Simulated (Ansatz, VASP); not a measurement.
**SnSe: VASP beside Ansatz**

The input INCAR:

```
PREC = Accurate
ENCUT = 520
EDIFF = 1E-6
ISMEAR = 0
SIGMA = 0.05
LREAL = F
LASPH = T
NELM = 100
ALGO = Normal
ISIF = 2
LWAVE = F
LCHARG = F
NBANDS = 17
```

Contents of KPOINTS:

```
Automatic mesh
0
Gamma
  8 8 8
```

The input POSCAR:

```
SnSe
1.0
    0.0000000000      2.8729815758      2.9466477701
    3.0203139644      0.0000000000      2.9466477701
    3.0203139644      2.8729815758      0.0000000000
Sn Se
1 1
Direct
    0.0000000000      0.0000000000      0.0000000000
    0.5000000000      0.5000000000      0.5000000000
```

Input for Ansatz:

```yaml
crystal:
  lattice:
    - [0.0, 2.8729815758, 2.9466477701]
    - [3.0203139644, 0.0, 2.9466477701]
    - [3.0203139644, 2.8729815758, 0.0]
  atoms:
    - { symbol: Sn, position: [0.0, 0.0, 0.0] }
    - { symbol: Se, position: [0.5, 0.5, 0.5] }
basis:
  ecutwfc: 420
kpoints:
  mp_grid: { grid: [8, 8, 8] }
hamiltonian:
  xc: lda
scf:
  occupations: { method: gaussian, width: 0.05 }
output:
  forces: true
  stress: true
  eigenvalues: true
```

Change from the starting cell: strain +0.0250 x Voigt [1, -1, 0, 0, 0, 0], atoms carried along.

Alike in both runs: task single point; functional LDA; k mesh 8 × 8 × 8; occupations gaussian, width 0.05 eV; no spin polarisation.

```csv
,VASP,Ansatz
version,VASP 6.6.1,Ansatz 0.2.0
potentials or method,"VASP PAW LDA potentials, release 64 (Sn_d, Se), cutoff 520 eV","scalar-relativistic, plane waves, PAW"
valence electrons in the cell,20,30
```

```tsv
	VASP	Ansatz	Ansatz less VASP
gap on the k mesh at the Fermi level (eV)	0.67	0.68	+0.010
least direct gap on the mesh (eV)	0.73	0.74	+0.005
pressure (GPa)	0.5	0.3	-0.14
traceless stress, the component that is largest in VASP (GPa)	3.83	3.80	-0.030
```

LDA's correlation is that of Perdew and Zunger in VASP and of Perdew and Wang (1992) in Ansatz. VASP's potentials hold 20 valence electrons a cell and Ansatz's 30, so a difference there can come from the potentials and not from the codes.
